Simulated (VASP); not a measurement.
The system is Ir.

```
Ir
1.0
     2.75138    0.00000    0.00000
    -1.37569    2.38276    0.00000
     0.00000    0.00000    4.37304
Ir
2
Direct
  0.33333 0.66667 0.25000
  0.66667 0.33333 0.75000
```

Base run:

```yaml
Program: VASP 6.6.1
Functional: PBE
Potentials_or_basis: VASP PAW PBE potentials, release 64 (Ir)
Cutoff: 520 eV
k_mesh: 9 × 9 × 5
Occupations: fermi-dirac, width 0.05 eV
Spin: no spin polarisation
```

Its results: band gap on the k mesh zero (band 9 reaches 11.12 eV, above the bottom of band 10 at 8.23 eV); pressure 6.6 GPa.

Problem. The run is repeated on the same cell with these changes: functional from PBE to PBEsol; further incar settings from ALGO = Normal; EDIFF = 1e-06; NBANDS = 16 to ALGO = Normal; EDIFF = 1e-07; NBANDS = 16. What comes out?

Solution. Band gap on the k mesh zero (band 9 reaches 10.96 eV, above the bottom of band 10 at 8.04 eV); pressure -4.6 GPa.

Caveats: spin-orbit coupling is left out, which moves the levels of the heavy elements; the PAW data sets were made with another functional, which shifts forces and pressure a little (some runs).
